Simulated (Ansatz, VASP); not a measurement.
Two plane-wave programs on Re

File INCAR:

```
PREC     = Accurate       # precision mode
ENCUT    = 500            # plane-wave cutoff, eV
EDIFF    = 1E-6           # SCF threshold, eV
ISMEAR   = -1             # smearing method
SIGMA    = 0.1            # smearing width, eV
LREAL    = False          # projectors in reciprocal space
LASPH    = True           # aspherical terms in the spheres
NELM     = 120            # most SCF steps
ALGO     = Normal         # electronic algorithm
ISIF     = 2              # what is computed and relaxed
LWAVE    = False          # write WAVECAR
LCHARG   = True           # write CHGCAR
GGA      = PE             # functional
LELF     = True           # ELF
LVHAR    = True         
NBANDS   = 22             # bands
GGA_COMPAT= False
```

Contents of KPOINTS:

```
regular mesh
0
Gamma
  2 2 1
```

Contents of POSCAR:

```
Re
1.0
    2.7768706464      0.0000000000      0.0000000000
   -1.3884353232      2.4048405228      0.0000000000
    0.0000000000      0.0000000000      4.4788142384
Re
2
Direct
    0.3333333333      0.6666666667      0.2500000000
    0.6666666667      0.3333333333      0.7500000000
```

Input for Ansatz:

```yaml
crystal:
  lattice:
    - [2.7768706464, 0.0, 0.0]
    - [-1.3884353232, 2.4048405228, 0.0]
    - [0.0, 0.0, 4.4788142384]
  atoms:
    - { symbol: Re, position: [0.3333333333, 0.6666666667, 0.25] }
    - { symbol: Re, position: [0.6666666667, 0.3333333333, 0.75] }
hamiltonian:
  xc: pbe
  pseudopotentials:
    kind: paw
    azcp:
      Re: "pseudopotentials/Re.paw.azcp"
basis:
  ecutwfc: 420
  fft_grid_basis: typed
kpoints:
  mp_grid: { grid: [2, 2, 1], shift: [0, 0, 0] }
magnetization:
  spin_polarized: false
scf:
  occupations: { method: fermi_dirac, width: 0.1 }
  lower_state_search: "off"
output:
  stress: true
```

Alike in both runs: task single point; functional PBE; k mesh 2 × 2 × 1; occupations fermi-dirac, width 0.1 eV; no spin polarisation.

```csv
,VASP,Ansatz
version,VASP 6.6.1,Ansatz 0.2.0
potentials or method,"VASP PAW PBE potentials, release 64 (Re_sv_GW), cutoff 500 eV","plane waves (420 eV) with PAW, scalar-relativistic"
valence electrons in the cell,30,30
```

|  | VASP | Ansatz | Ansatz less VASP |
| --- | --- | --- | --- |
| pressure (GPa) | -6.7 | -4.2 | +2.45 |
| traceless stress, the component that is largest in VASP (GPa) | 64.56 | 64.74 | +0.184 |

With one functional, cell and mesh, what is left measures potentials, basis and numerics.

The k mesh is coarse, so the values compare programs but aren't converged. Neither program's run includes spin-orbit coupling.
